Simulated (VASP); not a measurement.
# CuI (Cmcm) in VASP: dielectric tensor with PBEsol

Aim: the dielectric tensor of CuI with PBEsol.

Everything below comes from runs of VASP 6.6.1. Logs are shortened: lines on timing, memory, paths and dates and some standing lists are left out, and cuts for length are marked.

## (1) The cell of the first run

Symmetry: Cmcm, No. 63, orthorhombic system. Conventional cell: a = 7.466 Å, b = 7.422 Å, c = 4.307 Å, α = 90.00°, β = 90.00°, γ = 90.00°. Cu (site symmetry m2m) has 2 Cu at 2.46 Å and 3 I at 2.58 to 2.59 Å within 3.2 Å. I (site symmetry m2m) has 3 Cu at 2.58 to 2.59 Å within 3.4 Å.

## (2) Dielectric tensor, PBEsol

Contents of INCAR:

```
SYSTEM = CuI
ALGO = Normal ; EDIFF = 1E-8
ENCUT = 520 ; GGA = PS
ISIF = 2 ; ISMEAR = 0
LASPH = .TRUE. ; LCHARG = .FALSE.
LEPSILON = .TRUE. ; LREAL = .FALSE.
LWAVE = .FALSE. ; NELM = 80
PREC = Accurate ; SIGMA = 0.01
```

Contents of KPOINTS:

```
k-points
0
G
  4 4 6
  0 0 0
```

Contents of POSCAR:

```
CuI
1.0
    3.7331680000     -3.7110860000      0.0000000000
    3.7331680000      3.7110860000      0.0000000000
    0.0000000000      0.0000000000      4.3069980000
Cu I
2 2
Direct
    0.4204390000      0.5795610000      0.7500000000
    0.5795610000      0.4204390000      0.2500000000
    0.7700430000      0.2299570000      0.7500000000
    0.2299570000      0.7700430000      0.2500000000
```

Potentials or basis: VASP PAW PBE potentials, release 64 (Cu, I).

Launch:

```sh
cat potpaw_PBE.64/Cu/POTCAR potpaw_PBE.64/I/POTCAR > POTCAR
mpirun -np 1 vasp_std > vasp.out
```

OUTCAR:

```text
SYSTEM = CuI
   EDIFF = 1E-8
   ENCUT = 520
   GGA = PS
   ISIF = 2
   ISMEAR = 0
   LASPH = .TRUE.
   LEPSILON = .TRUE.
   LREAL = .FALSE.
   NELM = 80
   PREC = Accurate

 ion  position               nearest neighbor table
   1  0.420  0.580  0.750-   2 2.46   2 2.46   4 2.58   4 2.58   3 2.59
   2  0.580  0.420  0.250-   1 2.46   1 2.46   3 2.58   3 2.58   4 2.59
   3  0.770  0.230  0.750-   2 2.58   2 2.58   1 2.59
   4  0.230  0.770  0.250-   1 2.58   1 2.58   2 2.59

  LATTYP: Found a base centered orthorhombic cell.
 ALAT       =     7.4221720000
 B/A-ratio  =     1.0059502798
 C/A-ratio  =     0.5802880882

  Lattice vectors:

 A1 = (  -3.7331680000,  -3.7110860000,   0.0000000000)
 A2 = (   3.7331680000,  -3.7110860000,   0.0000000000)
 A3 = (   0.0000000000,   0.0000000000,   4.3069980000)

Analysis of symmetry for initial positions (statically):
=====================================================================
 Subroutine PRICEL returns:
 Original cell was already a primitive cell.

 Routine SETGRP: Setting up the symmetry group for a
 base centered orthorhombic supercell.

 Subroutine GETGRP returns: Found  8 space group operations
 (whereof  4 operations were pure point group operations)
 out of a pool of  8 trial point group operations.

The static configuration has the point symmetry C_2h.
 The point group associated with its full space group is D_2h.

Analysis of symmetry for dynamics (positions and initial velocities):
=====================================================================
 Subroutine PRICEL returns:
 Original cell was already a primitive cell.

 Routine SETGRP: Setting up the symmetry group for a
 base centered orthorhombic supercell.

 Subroutine GETGRP returns: Found  8 space group operations
 (whereof  4 operations were pure point group operations)
 out of a pool of  8 trial point group operations.

The dynamic configuration has the point symmetry C_2h.
 The point group associated with its full space group is D_2h.

 Subroutine INISYM returns: Found  8 space group operations
 (whereof  4 operations are pure point group operations),
 and found     1 'primitive' translations

----------------------------------------------------------------------------------------
[... 769 lines left out ...]
      3.73317     -2.00431      3.23025         0.000000      0.158878      0.000000
      3.73317      2.00431      1.07675         0.000000     -0.158878     -0.000000
 -----------------------------------------------------------------------------------
    total drift:                               -0.000000     -0.000000      0.000000

  FREE ENERGIE OF THE ION-ELECTRON SYSTEM (eV)
  ---------------------------------------------------
  free  energy   TOTEN  =       -12.3338620450 eV

  energy  without entropy=      -12.3338620450  energy(sigma->0) =      -12.33386205

 HEAD OF MICROSCOPIC STATIC DIELECTRIC TENSOR (INDEPENDENT PARTICLE, excluding Hartree and local field effects)
 ------------------------------------------------------
           4.422135     0.000000     0.000000
           0.000000     6.787585     0.000000
           0.000000     0.000000     7.903336
 ------------------------------------------------------

 Free energy of the ion-electron system (eV)
  ---------------------------------------------------
  ---------------------------------------------------
  free energy    TOTEN  =        -1.04463876 eV

  energy without entropy =       -1.04463876

------------------------ aborting loop because EDIFF is reached ----------------------------------------

--------------------------------------- Ionic step        2  -------------------------------------------

------------------------ aborting loop because EDIFF is reached ----------------------------------------

--------------------------------------- Ionic step        3  -------------------------------------------

 Free energy of the ion-electron system (eV)
  ---------------------------------------------------
  ---------------------------------------------------
  free energy    TOTEN  =        -2.26615289 eV

  energy without entropy =       -2.26615289

------------------------ aborting loop because EDIFF is reached ----------------------------------------

 PIEZOELECTRIC TENSOR FIELD DIRECTION 3  (e Angst)
 -----------------------------------------------------------------------------
    -0.00414  0.00000  0.00000           ( -0.00014  0.00000  0.00000)
     0.00000 -0.00889  0.00000           (  0.00000 -0.00013  0.00000)
     0.00000  0.00000 -0.00079           (  0.00000  0.00000 -0.00012)

 PIEZOELECTRIC TENSOR FIELD DIRECTION 3  (C/m^2)
 -----------------------------------------------------------------------------
    -0.00056  0.00000  0.00000
     0.00000 -0.00119  0.00000
     0.00000  0.00000 -0.00011

 MACROSCOPIC STATIC DIELECTRIC TENSOR (including local field effects in DFT)
 ------------------------------------------------------
           3.859235     0.000000     0.000000
           0.000000     5.740952    -0.000000
           0.000000    -0.000000     7.537564
 ------------------------------------------------------

 PIEZOELECTRIC TENSOR (including local field effects)  for field in x, y, z        (e  Angst)
          XX          YY          ZZ          XY          YZ          ZX
  --------------------------------------------------------------------------------
  x     0.00000     0.00000     0.00000     0.00000     0.00000     0.00000
  y     0.00000     0.00000     0.00000     0.00000     0.00000     0.00000
  z     0.00000     0.00000     0.00000     0.00000     0.00000     0.00000

 PIEZOELECTRIC TENSOR (including local field effects)  for field in x, y, z        (C/m^2)
          XX          YY          ZZ          XY          YZ          ZX
  --------------------------------------------------------------------------------
  x     0.00000     0.00000     0.00000     0.00000     0.00000     0.00000
  y     0.00000     0.00000     0.00000     0.00000     0.00000     0.00000
  z     0.00000     0.00000     0.00000     0.00000     0.00000     0.00000

 BORN EFFECTIVE CHARGES (including local field effects) (in |e|, cummulative output)
 ---------------------------------------------------------------------------------
 ion    1
    1     0.40405     0.00000     0.00000
    2     0.00000     0.95213     0.00000
    3     0.00000     0.00000     1.38093
 ion    2
    1     0.40405     0.00000     0.00000
    2     0.00000     0.95213     0.00000
    3     0.00000     0.00000     1.38093
 ion    3
    1    -0.40405     0.00000     0.00000
    2     0.00000    -0.95213     0.00000
    3     0.00000     0.00000    -1.38093
 ion    4
    1    -0.40405     0.00000     0.00000
    2     0.00000    -0.95213     0.00000
    3     0.00000     0.00000    -1.38093
```

Run time: 10 min. Hardware: 1 thread of Oxide Virtual Turin-like, shared host; peak memory 0.34 GiB.

What came out:

```yaml
Band_gap_on_the_k_mesh: 0.94 eV, direct
Electronic_dielectric_tensor_diagonal: 3.86, 5.74, 7.54
Born_charges_mean_of_the_diagonal: Cu +0.91; I -0.91 e
```

Electronic dielectric tensor:
```
3.86 0.00 0.00
0.00 5.74 0.00
0.00 0.00 7.54
```

Born effective charge tensors (e):
atom 1, Cu
```
0.40 0.00 0.00
0.00 0.95 0.00
0.00 0.00 1.38
```
atom 2, Cu
```
0.40 0.00 0.00
0.00 0.95 0.00
0.00 0.00 1.38
```
atom 3, I
```
-0.40  0.00  0.00
 0.00 -0.95  0.00
 0.00  0.00 -1.38
```
atom 4, I
```
-0.40  0.00  0.00
 0.00 -0.95  0.00
 0.00  0.00 -1.38
```

Caveat: spin-orbit coupling is left out, which moves the levels of the heavy elements. Expect the measured gap to be larger: semilocal functionals such as PBEsol lack the derivative discontinuity.
